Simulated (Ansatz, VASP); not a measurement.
# Ga2GeTeSe in VASP and in Ansatz

INCAR

```
SYSTEM = Ga2GeTeSe
PREC = Accurate ; ENCUT = 600
EDIFF = 1E-6 ; ISMEAR = 0
SIGMA = 0.1 ; LREAL = .FALSE.
LASPH = .TRUE. ; NELM = 100
ALGO = Normal ; ISIF = 3
LWAVE = .FALSE. ; LCHARG = .FALSE.
GGA = PE ; IBRION = 2
NSW = 90 ; EDIFFG = -0.04
```

Contents of KPOINTS:

```
Automatic mesh
0
G
  6 6 2
  0 0 0
```

POSCAR

```
Ga2GeTeSe
1.0
    1.8913343900     -3.8207148800      0.0000000000
    1.8913343900      3.8207148800      0.0000000000
    0.0000000000      0.0000000000      8.2296907500
Ga Ge Te Se
2 1 1 1
Direct
    0.2454551000      0.7545449000      0.0000000000
    0.7545449000      0.2454551000      0.0000000000
    0.0000000000      0.0000000000      0.0000000000
    0.5000000000      0.5000000000      0.5000000000
    0.5000000000      0.5000000000      0.0000000000
```

Input for Ansatz:

```yaml
crystal:
  lattice:
    - [1.89133439, -3.82071488, 0.0]
    - [1.89133439, 3.82071488, 0.0]
    - [0.0, 0.0, 8.22969075]
  atoms:
    - { symbol: Ga, position: [0.2454551, 0.7545449, 0.0] }
    - { symbol: Ga, position: [0.7545449, 0.2454551, 0.0] }
    - { symbol: Ge, position: [0.0, 0.0, 0.0] }
    - { symbol: Te, position: [0.5, 0.5, 0.5] }
    - { symbol: Se, position: [0.5, 0.5, 0.0] }
basis:
  ecutwfc: 420
kpoints:
  mp_grid: { grid: [6, 6, 2] }
hamiltonian:
  xc: pbe
scf:
  occupations: { method: gaussian, width: 0.1 }
  lower_state_search: "off"
output:
  forces: true
  stress: true
  eigenvalues: true
relax:
  adjacent_minimum: "off"
  f_tol: 0.04
  max_steps: 70
  cell: { stress_tol: 0.4 }
```

Alike in both runs: task relaxation of cell and atoms; functional PBE; k mesh 6 × 6 × 2; occupations gaussian, width 0.1 eV; no spin polarisation.

|  | VASP | Ansatz |
| --- | --- | --- |
| version | VASP 6.6.1 | Ansatz 0.2.0 |
| potentials or method | VASP PAW PBE potentials, release 64 (Ga_d, Ge_d, Te, Se), cutoff 600 eV | scalar-relativistic, plane waves, PAW |
| valence electrons in the cell | 52 | 72 |

```tsv
	VASP	Ansatz	Ansatz less VASP
gap on the k mesh at the Fermi level, each at its own relaxed structure (eV)	none	none	-
relaxed volume (Å³/atom)	33.95	33.82	-0.129
relaxed cell length with the largest relative difference (Å)	5.876	5.858	-0.0172
```

A gap of «none» marks a metal or a gap that the smearing closes. VASP's potentials hold 52 valence electrons a cell and Ansatz's 72, so a difference there can come from the potentials and not from the codes.

The k mesh is coarse, so the values compare programs but aren't converged. Neither program's run includes spin-orbit coupling. Noted on VASP's run: the volume moved by over 15 % at a fixed basis, so the end points are rough.
